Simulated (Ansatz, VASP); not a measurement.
Ga in VASP and in Ansatz

```
Ga
1.0
     4.66996    0.00000    0.00000
    -2.33498    4.04430    0.00000
     0.00000    0.00000    2.99425
Ga
3
Cartesian
  0.0000 0.0000 0.0000
  0.0000 2.6962 1.4971
  2.3350 1.3481 1.4971
```

Alike in both runs: task single point; functional LDA; k mesh 9 × 9 × 12; occupations fermi-dirac, width 0.1 eV; no spin polarisation.

|  | VASP | Ansatz |
| --- | --- | --- |
| version | VASP 6.6.1 | Ansatz 0.2.0 |
| potentials or method | VASP PAW LDA potentials, release 64 (Ga_d), cutoff 520 eV | plane waves (420 eV) with PAW, scalar-relativistic |
| valence electrons in the cell | 39 | 39 |

```csv
,VASP,Ansatz,Ansatz less VASP
pressure (GPa),-3.9,-3.9,+0.02
```

Ansatz warns that its potentials were made for another functional, while VASP's fit it. LDA's correlation is that of Perdew and Zunger in VASP and of Perdew and Wang (1992) in Ansatz.
